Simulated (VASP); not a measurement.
The system is HfN.

```
CELL_PARAMETERS angstrom
2.82503 0.00000 0.00000
0.00000 2.82503 0.00000
0.00000 0.00000 2.82503
ATOMIC_POSITIONS crystal
Hf 0.50000 0.50000 0.50000
N 0.00000 0.00000 0.00000
```

| Property | Result |
| --- | --- |
| Program | VASP 6.6.1 |
| Task | relaxation of cell and atoms |
| Functional | HSE06 |
| Potentials or basis | VASP PAW PBE potentials, release 64 (Hf_pv, N) |
| Cutoff | 600 eV |
| k mesh | 5 × 5 × 5 |
| Occupations | fermi-dirac, width 0.05 eV |
| Spin | no spin polarisation |

At the start: pressure -11.1 GPa; volume 11.27 Å³/atom.

Problem. Where does the relaxation end?

Solution. Over 4 steps the energy falls by 18.2 meV/atom and the volume is 10.77 Å³/atom (-4.5 %); space group Pm-3m (No. 221, to 0.1 Å) before and after.

The path:
| step | energy change (eV) | largest force (eV/Å) | pressure (GPa) | volume (Å³) |
| --- | --- | --- | --- | --- |
| 1 | 0.0000 | 0.0000 | -11.15 | 22.55 |
| 2 | 0.0577 | 0.0000 | 21.96 | 20.08 |
| 3 | -0.0364 | 0.0000 | -0.21 | 21.56 |
| 4 | -0.0364 | 0.0000 | -0.03 | 21.54 |

Final structure:
```yaml
crystal:
  lattice:
    - [2.78244, 0.00000, 0.00000]
    - [0.00000, 2.78244, 0.00000]
    - [0.00000, 0.00000, 2.78244]
  atoms:
    - { symbol: Hf, position: [0.50000, 0.50000, 0.50000] }
    - { symbol: N, position: [0.00000, 0.00000, 0.00000] }
```

Caveat: the k points lie up to 0.45 Å⁻¹ apart in the final cell, too coarse for converged energies and pressures of a metal; the PAW data sets were made with another functional, which shifts forces and pressure a little.
